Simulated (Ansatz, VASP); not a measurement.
Sn in VASP and in Ansatz

File INCAR:

```
SYSTEM = Sn
PREC     = Accurate       ! precision mode
ENCUT    = 520            ! plane-wave cutoff, eV
EDIFF    = 1E-6           ! SCF threshold, eV
ISMEAR   = 0              ! smearing method
SIGMA    = 0.15           ! smearing width, eV
LREAL    = .FALSE.        ! projectors in reciprocal space
LASPH    = .TRUE.         ! aspherical terms in the spheres
NELM     = 60             ! most SCF steps
ALGO     = Fast           ! electronic algorithm
ISIF     = 2              ! what is computed and relaxed
LWAVE    = .FALSE.        ! write WAVECAR
LCHARG   = .FALSE.        ! write CHGCAR
NBANDS   = 13             ! bands
```

File KPOINTS:

```
regular mesh
0
G
  20 20 20
  0 0 0
```

File POSCAR:

```
Sn
1.0
   -1.6402120500      1.6867696500      2.4552591000
    1.6402120500     -1.6867696500      2.4552591000
    1.6402120500      1.6867696500     -2.4552591000
Sn
1
Direct
    0.0000000000      0.0000000000      0.0000000000
```

Input for Ansatz:

```yaml
crystal:
  lattice:
    - [-1.64021205, 1.68676965, 2.4552591]
    - [1.64021205, -1.68676965, 2.4552591]
    - [1.64021205, 1.68676965, -2.4552591]
  atoms:
    - { symbol: Sn, position: [0.0, 0.0, 0.0] }
basis:
  ecutwfc: 420
kpoints:
  mp_grid: { grid: [20, 20, 20] }
hamiltonian:
  xc: lda
scf:
  occupations: { method: gaussian, width: 0.15 }
output:
  forces: true
  stress: true
  eigenvalues: true
```

Change from the starting cell: strain -0.050 along x and y, +0.050 along z, atoms carried along.

Alike in both runs: task single point; functional LDA; k mesh 20 × 20 × 20; occupations gaussian, width 0.15 eV; no spin polarisation.

```csv
,VASP,Ansatz
version,VASP 6.6.1,Ansatz 0.2.0
potentials or method,"VASP PAW LDA potentials, release 64 (Sn_d), cutoff 520 eV","scalar-relativistic, plane waves, PAW"
valence electrons in the cell,14,14
```

Ansatz gave:

* gap on the k mesh at the Fermi level (eV): none
* pressure (GPa): -2.6
* traceless stress, the component that is largest in VASP (GPa): 0.47

Question: Estimate VASP's values.

Answer: gap on the k mesh at the Fermi level (eV): none; pressure (GPa): -2.6; traceless stress, the component that is largest in VASP (GPa): 0.46.

LDA's correlation is that of Perdew and Zunger in VASP and of Perdew and Wang (1992) in Ansatz. A gap of «none» marks a metal or a gap that the smearing closes.
